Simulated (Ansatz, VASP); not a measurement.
# In: VASP beside Ansatz

Contents of POSCAR:

```
In
1.0
    3.3354847820      0.0000000000      0.0000000000
   -1.6677423910      2.8886145552      0.0000000000
    0.0000000000      0.0000000000      5.5091429200
In
2
Direct
    0.6666666667      0.3333333333      0.7500000000
    0.3333333333      0.6666666667      0.2500000000
```

The input INCAR.step1:

```
  ALGO = Normal
  EDIFF = 1E-5
  ENCUT = 520
  GGA = PE
  ISIF = 2
  ISMEAR = -1
  LASPH = True
  LCHARG = False
  LREAL = False
  LWAVE = True
  NBANDS = 20
  NELM = 60
  PREC = Accurate
  SIGMA = 0.05
```

Contents of INCAR.step2:

```
  AEXX = 0.25
  ALGO = Normal
  EDIFF = 1E-7
  ENCUT = 520
  ISIF = 2
  ISMEAR = -1
  ISTART = 1
  LASPH = True
  LCHARG = False
  LHFCALC = True
  LMIXTAU = True
  LREAL = False
  LWAVE = False
  METAGGA = R2SCAN
  NBANDS = 20
  NELM = 60
  PREC = Accurate
  PRECFOCK = Normal
  SIGMA = 0.05
```

File KPOINTS:

```
k-points
0
Gamma
  5 5 3
```

input.yaml

```yaml
crystal:
  lattice:
    - [3.335484782, 0.0, 0.0]
    - [-1.667742391, 2.8886145552, 0.0]
    - [0.0, 0.0, 5.50914292]
  atoms:
    - { symbol: In, position: [0.6666666667, 0.3333333333, 0.75] }
    - { symbol: In, position: [0.3333333333, 0.6666666667, 0.25] }
hamiltonian:
  xc: r2scan0
  pseudopotentials: { kind: paw }
kpoints:
  mp_grid: { grid: [5, 5, 3] }
scf:
  occupations: { method: fermi_dirac, width: 0.05 }
  n_extra_bands: 6
output:
  forces: true
  stress: true
  eigenvalues: true
  dos: { projected: true, de: 0.05 }
  write_density: true
  write_potential: true
  elf: true
  volumetric_format: npy
```

Alike in both runs: functional r2SCAN0; k mesh 5 × 5 × 3; occupations fermi-dirac, width 0.05 eV; no spin polarisation.

|  | VASP | Ansatz |
| --- | --- | --- |
| version | VASP 6.6.1 | Ansatz 0.2.0 |
| potentials or method | VASP PAW PBE potentials, release 64 (In_d) | Ansatz PAW |
| plane-wave cutoff (eV) | 520 | 500 |
| valence electrons in the cell | 26 | 26 |
| task | single point | projected density of states |

```csv
,VASP,Ansatz,Ansatz less VASP
gap on the k mesh at the Fermi level (eV),none,none,-
pressure (GPa),-1.1,-1.0,+0.14
"traceless stress, the component that is largest in VASP (GPa)",0.34,0.39,+0.053
```

VASP's potentials were made for PBE, not for r2SCAN0. A gap of «none» marks a metal or a gap that the smearing closes. With one functional, cell and mesh, what is left measures potentials, basis and numerics.

The k mesh is coarse, so the values compare programs but aren't converged.
